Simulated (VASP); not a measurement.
# NaCl (Fm-3m) in VASP: settings compared

The runs below take NaCl through vibrations by perturbation theory, dielectric tensor, with PBEsol, PBE.

Program: VASP 6.6.1. These are calculated values, not measurements. Logs are shortened: lines on timing, memory, paths and dates and some standing lists are left out, and cuts for length are marked.

### 1 The cell of the first run

The structure is cubic, space group Fm-3m (No. 225). Conventional cell: a = 5.602 Å, b = 5.602 Å, c = 5.602 Å, α = 90.00°, β = 90.00°, γ = 90.00°. Within 3.7 Å of Na (site symmetry m-3m) lie 6 Cl at 2.80 Å. Cl (site symmetry m-3m) has 6 Na at 2.80 Å within 3.7 Å.

### 2 Vibrations by perturbation theory, PBEsol

Contents of INCAR:

```
PREC = Accurate
ENCUT = 520
EDIFF = 1E-8
ISMEAR = 0
SIGMA = 0.01
LREAL = False
LASPH = True
NELM = 100
ALGO = Normal
ISIF = 2
LWAVE = False
LCHARG = False
GGA = PS
NBANDS = 14
IBRION = 8
NSW = 1
LEPSILON = True
```

Contents of KPOINTS:

```
regular mesh
0
Gamma
  6 6 6
```

Contents of POSCAR:

```
NaCl
1.0
    0.0000000000      2.8010994448      2.8010994448
    2.8010994448      0.0000000000      2.8010994448
    2.8010994448      2.8010994448      0.0000000000
Na Cl
1 1
Direct
    0.0000000000      0.0000000000      0.0000000000
    0.5000000000      0.5000000000      0.5000000000
```

Potentials or basis: VASP PAW PBE potentials, release 64 (Na_pv, Cl).

Started as:

```sh
$ cat potpaw_PBE.64/Na_pv/POTCAR potpaw_PBE.64/Cl/POTCAR > POTCAR
$ mpirun -np 1 vasp_std > vasp.out
```

OUTCAR:

```text
PREC = Accurate
   ENCUT = 520
   EDIFF = 1E-8
   ISMEAR = 0
   LREAL = False
   LASPH = True
   NELM = 100
   ISIF = 2
   GGA = PS
   IBRION = 8
   NSW = 1
   LEPSILON = True

 ion  position               nearest neighbor table
   1  0.000  0.000  0.000-
   2  0.500  0.500  0.500-

  LATTYP: Found a face centered cubic cell.
 ALAT       =     5.6021988896

  Lattice vectors:

 A1 = (   0.0000000000,   2.8010994448,   2.8010994448)
 A2 = (   2.8010994448,   0.0000000000,   2.8010994448)
 A3 = (   2.8010994448,   2.8010994448,   0.0000000000)

Analysis of symmetry for initial positions (statically):
=====================================================================
 Subroutine PRICEL returns:
 Original cell was already a primitive cell.

 Routine SETGRP: Setting up the symmetry group for a
 face centered cubic supercell.

 Subroutine GETGRP returns: Found 48 space group operations
 (whereof 48 operations were pure point group operations)
 out of a pool of 48 trial point group operations.

The static configuration has the point symmetry O_h .

Analysis of symmetry for dynamics (positions and initial velocities):
=====================================================================
 Subroutine PRICEL returns:
 Original cell was already a primitive cell.

 Routine SETGRP: Setting up the symmetry group for a
 face centered cubic supercell.

 Subroutine GETGRP returns: Found 48 space group operations
 (whereof 48 operations were pure point group operations)
 out of a pool of 48 trial point group operations.

The dynamic configuration has the point symmetry O_h .

 Subroutine INISYM returns: Found 48 space group operations
 (whereof 48 operations are pure point group operations),
 and found     1 'primitive' translations

----------------------------------------------------------------------------------------

                                     Primitive cell

  volume of cell :      43.9557

  direct lattice vectors                    reciprocal lattice vectors
     0.000000000  2.801099445  2.801099445    -0.178501338  0.178501338  0.178501338
     2.801099445  0.000000000  2.801099445     0.178501338 -0.178501338  0.178501338
     2.801099445  2.801099445  0.000000000     0.178501338  0.178501338 -0.178501338

  length of vectors
     3.961352824  3.961352824  3.961352824     0.309173387  0.309173387  0.309173387

  position of ions in fractional coordinates (direct lattice)
     0.000000000  0.000000000  0.000000000
     0.500000000  0.500000000  0.500000000

  ion indices of the primitive-cell ions
   primitive index   ion index
                 1           1
                 2           2

----------------------------------------------------------------------------------------

 KPOINTS: regular mesh

Automatic generation of k-mesh.
 Grid dimensions read from file:
 generate k-points for:    6    6    6

[... 408 lines left out ...]
           2.827282     0.000000     0.000000
           0.000000     2.827282     0.000000
          -0.000000     0.000000     2.827282
 ------------------------------------------------------

 Free energy of the ion-electron system (eV)
  ---------------------------------------------------
  ---------------------------------------------------
  free energy    TOTEN  =        -0.21423186 eV

  energy without entropy =       -0.21423186

------------------------ aborting loop because EDIFF is reached ----------------------------------------

--------------------------------------- Ionic step        2  -------------------------------------------

------------------------ aborting loop because EDIFF is reached ----------------------------------------

--------------------------------------- Ionic step        3  -------------------------------------------

------------------------ aborting loop because EDIFF is reached ----------------------------------------

 PIEZOELECTRIC TENSOR FIELD DIRECTION 3  (e Angst)
 -----------------------------------------------------------------------------
    -0.00016  0.00000  0.00000           (  0.00000  0.00000  0.00000)
     0.00000 -0.00016  0.00000           (  0.00000  0.00000  0.00000)
     0.00000  0.00000 -0.00042           (  0.00000  0.00000 -0.00000)

 PIEZOELECTRIC TENSOR FIELD DIRECTION 3  (C/m^2)
 -----------------------------------------------------------------------------
    -0.00006  0.00000  0.00000
     0.00000 -0.00006  0.00000
     0.00000  0.00000 -0.00015

--------------------------------------- Ionic step        4  -------------------------------------------

------------------------ aborting loop because EDIFF is reached ----------------------------------------

[... ionic steps 5 to 6 ...]

--------------------------------------- Ionic step        7  -------------------------------------------

 Free energy of the ion-electron system (eV)
  ---------------------------------------------------
  ---------------------------------------------------
  free energy    TOTEN  =        -0.19366403 eV

  energy without entropy =       -0.19366403

------------------------ aborting loop because EDIFF is reached ----------------------------------------

 INTERNAL STRAIN TENSOR  FOR ION    2  DIRECTION 1   (eV/Angst):
 -----------------------------------------------------------------------------
     0.00415 -0.00000  0.00000
    -0.00000  0.00223  0.00000
     0.00000  0.00000  0.00223

 MACROSCOPIC STATIC DIELECTRIC TENSOR (including local field effects in DFT)
 ------------------------------------------------------
           2.567571     0.000000     0.000000
           0.000000     2.567571    -0.000000
           0.000000     0.000000     2.567571
 ------------------------------------------------------

 PIEZOELECTRIC TENSOR (including local field effects)  for field in x, y, z        (e  Angst)
          XX          YY          ZZ          XY          YZ          ZX
  --------------------------------------------------------------------------------
  x     0.00000     0.00000     0.00000     0.00000     0.00000     0.00000
  y     0.00000     0.00000     0.00000     0.00000     0.00000     0.00000
  z     0.00000     0.00000     0.00000     0.00000     0.00000     0.00000

 PIEZOELECTRIC TENSOR (including local field effects)  for field in x, y, z        (C/m^2)
          XX          YY          ZZ          XY          YZ          ZX
  --------------------------------------------------------------------------------
  x     0.00000     0.00000     0.00000     0.00000     0.00000     0.00000
  y     0.00000     0.00000     0.00000     0.00000     0.00000     0.00000
  z     0.00000     0.00000     0.00000     0.00000     0.00000     0.00000

 BORN EFFECTIVE CHARGES (including local field effects) (in |e|, cummulative output)
 ---------------------------------------------------------------------------------
 ion    1
    1     1.09081     0.00000     0.00000
    2     0.00000     1.09081     0.00000
    3     0.00000     0.00000     1.09081
 ion    2
    1    -1.09081     0.00000     0.00000
    2     0.00000    -1.09081     0.00000
    3     0.00000     0.00000    -1.09081

 INTERNAL STRAIN TENSOR FOR ION    2 for displacements in x,y,z  (eV/Angst):
          X           Y           Z          XY          YZ          ZX
  --------------------------------------------------------------------------------
  x     0.00000     0.00000     0.00000     0.00000     0.00000     0.00000
  y     0.00000     0.00000     0.00000     0.00000     0.00000     0.00000
  z     0.00000     0.00000     0.00000     0.00000     0.00000     0.00000

 SECOND DERIVATIVES (NOT SYMMETRIZED)
 ------------------------------------
               1X          1Y          1Z          2X          2Y          2Z
  1X    -1.455828    0.000000    0.000000    1.455828    0.000000    0.000000
  1Y     0.000000   -1.455828    0.000000    0.000000    1.455828    0.000000
  1Z     0.000000    0.000000   -1.455828    0.000000    0.000000    1.455828
  2X     1.434862    0.000000    0.000000   -1.434862    0.000000    0.000000
  2Y     0.000000    1.434862    0.000000    0.000000   -1.434862    0.000000
  2Z     0.000000    0.000000    1.434862    0.000000    0.000000   -1.434862

 Eigenvectors and eigenvalues of the dynamical matrix
 ----------------------------------------------------

   1 f  =    5.036688 THz    31.646444 2PiTHz  168.005827 cm-1    20.830058 meV
             X         Y         Z           dx          dy          dz
      0.000000  0.000000  0.000000    -0.305418   -0.718887    0.000000
      2.801099  2.801099  2.801099     0.244169    0.574720   -0.000000
[... 21 lines left out ...]
   6 f/i=    0.017817 THz     0.111949 2PiTHz    0.594321 cm-1     0.073686 meV
             X         Y         Z           dx          dy          dz
      0.000000  0.000000  0.000000    -0.010414    0.253780    0.570446
      2.801099  2.801099  2.801099    -0.013026    0.317440    0.713541

--------------------------------------------------------------------------------------------------------

 MACROSCOPIC STATIC DIELECTRIC TENSOR IONIC CONTRIBUTION
 ------------------------------------------------------
           3.388938     0.000000     0.000000
           0.000000     3.388938     0.000000
           0.000000     0.000000     3.388938
 ------------------------------------------------------

 ELASTIC MODULI CONTR FROM IONIC RELAXATION (kBar)
 Direction    XX          YY          ZZ          XY          YZ          ZX
 --------------------------------------------------------------------------------
 XX           0.0000      0.0000      0.0000      0.0000      0.0000      0.0000
 YY           0.0000      0.0000      0.0000      0.0000      0.0000      0.0000
 ZZ           0.0000      0.0000      0.0000      0.0000      0.0000      0.0000
 XY           0.0000      0.0000      0.0000      0.0000      0.0000      0.0000
 YZ           0.0000      0.0000      0.0000      0.0000      0.0000      0.0000
 ZX           0.0000      0.0000      0.0000      0.0000      0.0000      0.0000
 --------------------------------------------------------------------------------

 PIEZOELECTRIC TENSOR IONIC CONTR  for field in x, y, z        (C/m^2)
          XX          YY          ZZ          XY          YZ          ZX
  --------------------------------------------------------------------------------
  x     0.00000     0.00000     0.00000     0.00000     0.00000     0.00000
  y     0.00000     0.00000     0.00000     0.00000     0.00000     0.00000
  z     0.00000     0.00000     0.00000     0.00000     0.00000     0.00000
```

It took 4.6 min on 1 thread of AMD EPYC 7R13, shared host; peak memory 0.18 GiB.

Results:

* Electronic dielectric tensor (diagonal): 2.57
* Born charges (mean of the diagonal): Na +1.09; Cl -1.09 e
* Highest phonon frequency at Γ, LO-TO splitting left out: 168 cm⁻¹

Phonon frequencies in cm⁻¹ (negative: imaginary):
| q point | frequencies |
| --- | --- |
| (0.000, 0.000, 0.000) | -1 -1 -1 168 168 168 |

Electronic dielectric tensor:
```
2.57 0.00 0.00
0.00 2.57 0.00
0.00 0.00 2.57
```

Born effective charge tensors (e):
atom 1, Na
```
1.09 0.00 0.00
0.00 1.09 0.00
0.00 0.00 1.09
```
atom 2, Cl
```
-1.09  0.00  0.00
 0.00 -1.09  0.00
 0.00  0.00 -1.09
```

[end of part 1 of 2]
